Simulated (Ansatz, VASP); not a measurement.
**One calculation of Ru, two programs**

```
Ru
1.0
     2.82400    0.00000    0.00000
    -1.41200    2.44566    0.00000
     0.00000    0.00000    4.25192
Ru
2
Direct
  0.33333 0.66667 0.25000
  0.66667 0.33333 0.75000
```

Change from the starting cell: strain +0.050 along x and y, +0.000 along z, atoms carried along.

Alike in both runs: task single point; functional PBEsol; k mesh 24 × 24 × 14; occupations gaussian, width 0.15 eV; no spin polarisation.

|  | VASP | Ansatz |
| --- | --- | --- |
| version | VASP 6.6.1 | Ansatz 0.2.0 |
| potentials or method | VASP PAW PBE potentials, release 64 (Ru_pv), cutoff 520 eV | scalar-relativistic, plane waves, PAW |
| valence electrons in the cell | 28 | 32 |

Ansatz gave:

- gap on the k mesh at the Fermi level (eV): none
- pressure (GPa): -25.5
- traceless stress, the component that is largest in VASP (GPa): 9.44

Task: Estimate VASP's values.

Result: gap on the k mesh at the Fermi level (eV): none; pressure (GPa): -25.6; traceless stress, the component that is largest in VASP (GPa): 9.43.

VASP's potentials were made for PBE, not for PBEsol. A gap of «none» marks a metal or a gap that the smearing closes. The functional is the same, so the differences come from potentials, cutoffs and numerics. VASP's potentials hold 28 valence electrons a cell and Ansatz's 32, so a difference there can come from the potentials and not from the codes.
